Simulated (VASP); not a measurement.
AgH12O6F, 20 atoms in the cell. The cell holds a disordered packing, 20 atoms: a = 6.073 Å, b = 6.073 Å, c = 6.073 Å, α = 90.00°, β = 90.00°, γ = 90.00°. 

- Program: VASP 6.6.1
- Task: single point
- Functional: PBE
- Potentials or basis: VASP PAW PBE potentials, release 64 (O, H, Ag, F)
- Cutoff: 520 eV
- k mesh: 1 × 1 × 1
- Occupations: fermi-dirac, width 0.05 eV
- Spin: no spin polarisation
- Dipole correction: no
- Further INCAR settings: ALGO = Normal; EDIFF = 1e-06; NBANDS = 49

Potentials or basis: VASP PAW PBE potentials, release 64 (O, H, Ag, F).

The run is started by

```sh
$ cat potpaw_PBE.64/O/POTCAR potpaw_PBE.64/H/POTCAR potpaw_PBE.64/Ag/POTCAR potpaw_PBE.64/F/POTCAR > POTCAR
$ mpirun -np 1 vasp_gam > vasp.out
```

Hardware: 1 thread of Intel Xeon 8259CL (shared host).

Task: Estimate the wall time of this run.

Result: It took 27 s on 1 thread of Intel Xeon 8259CL (shared host), peak memory 0.31 GiB. Counts: scf iterations 16, k points 1.
